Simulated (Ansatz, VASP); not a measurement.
**Two plane-wave programs on Y**

```
CELL_PARAMETERS angstrom
0.00000 2.28620 2.58440
2.28620 0.00000 2.58440
2.28620 2.28620 0.00000
ATOMIC_POSITIONS crystal
Y 0.00000 0.00000 0.00000
```

Change from the starting cell: strain -0.080 along x and y, +0.040 along z, atoms carried along.

Alike in both runs: task single point; functional PBEsol; k mesh 16 × 16 × 16; occupations gaussian, width 0.15 eV; no spin polarisation.

```csv
,VASP,Ansatz
version,VASP 6.6.1,Ansatz 0.2.0
potentials or method,"VASP PAW PBE potentials, release 64 (Y_sv), cutoff 520 eV","scalar-relativistic, plane waves, PAW"
valence electrons in the cell,11,11
```

```tsv
	VASP	Ansatz	Ansatz less VASP
gap on the k mesh at the Fermi level (eV)	none	none	-
pressure (GPa)	6.5	6.7	+0.20
traceless stress, the component that is largest in VASP (GPa)	-2.97	-2.92	+0.050
```

VASP's potentials were made for PBE, not for PBEsol. A gap of «none» marks a metal or a gap that the smearing closes.
